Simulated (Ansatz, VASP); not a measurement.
# One calculation of WS2, two programs

```
CELL_PARAMETERS angstrom
3.08927 0.00000 0.00000
-1.54464 2.67539 0.00000
0.00000 0.00000 12.46677
ATOMIC_POSITIONS crystal
W 0.33333 0.66667 0.25000
W 0.66667 0.33333 0.75000
S 0.33333 0.66667 0.60686
S 0.66667 0.33333 0.10686
S 0.33333 0.66667 0.89314
S 0.66667 0.33333 0.39314
```

Alike in both runs: task single point; functional PBEsol; k mesh 12 × 12 × 2; occupations gaussian, width 0.05 eV; no spin polarisation.

|  | VASP | Ansatz |
| --- | --- | --- |
| version | VASP 6.6.1 | Ansatz 0.2.0 |
| potentials or method | VASP PAW PBE potentials, release 64 (W_sv, S), cutoff 520 eV | scalar-relativistic, plane waves, PAW |
| valence electrons in the cell | 52 | 52 |

|  | VASP | Ansatz | Ansatz less VASP |
| --- | --- | --- | --- |
| gap on the k mesh at the Fermi level (eV) | 0.54 | 0.53 | -0.004 |
| least direct gap on the mesh (eV) | 1.26 | 1.26 | -0.002 |
| pressure (GPa) | -13.6 | -13.6 | -0.06 |
| traceless stress, the component that is largest in VASP (GPa) | -18.22 | -18.22 | -0.007 |
| rms of the force components (eV/Å) | 1.501 | 1.506 | +0.0043 |

VASP's potentials were made for PBE, not for PBEsol, and Ansatz warns of the same on its side. Atom by atom the forces differ by 0.004 eV/Å (rms over components).

Neither program's run includes spin-orbit coupling.
